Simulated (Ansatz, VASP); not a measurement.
One calculation of EuS, two programs

```
Eu S
1.0
     0.00000    2.99823    2.99823
     2.99823    0.00000    2.99823
     2.99823    2.99823    0.00000
Eu S
1 1
Cartesian
  0.0000 0.0000 0.0000
  2.9982 2.9982 2.9982
```

Change from the starting cell: volume scaled by 1.02.

Alike in both runs: task single point; functional PBE; k mesh 10 × 10 × 10; occupations fermi-dirac, width 0.05 eV; collinear spin.

```csv
,VASP,Ansatz
version,VASP 6.6.1,Ansatz 0.2.0
potentials or method,"VASP PAW PBE potentials, release 64 (Eu, S), cutoff 600 eV","all-electron LAPW, scalar-relativistic"
```

Ansatz gave:

| Property | Result |
| --- | --- |
| pressure (GPa) | -3.2 |
| net moment per atom (μB) | 3.50 |
| size of the moment on the site where the two differ most (μB) | 6.92 |

Problem. Which values does VASP return?

Solution. Pressure (GPa): -3.5; net moment per atom (μB): 3.49; size of the moment on the site where the two differ most (μB): 6.59.

Site moments also hang on the region over which each program counts them. Ansatz ran all-electron here, and VASP with PAW potentials.

Spin-orbit coupling is off throughout.
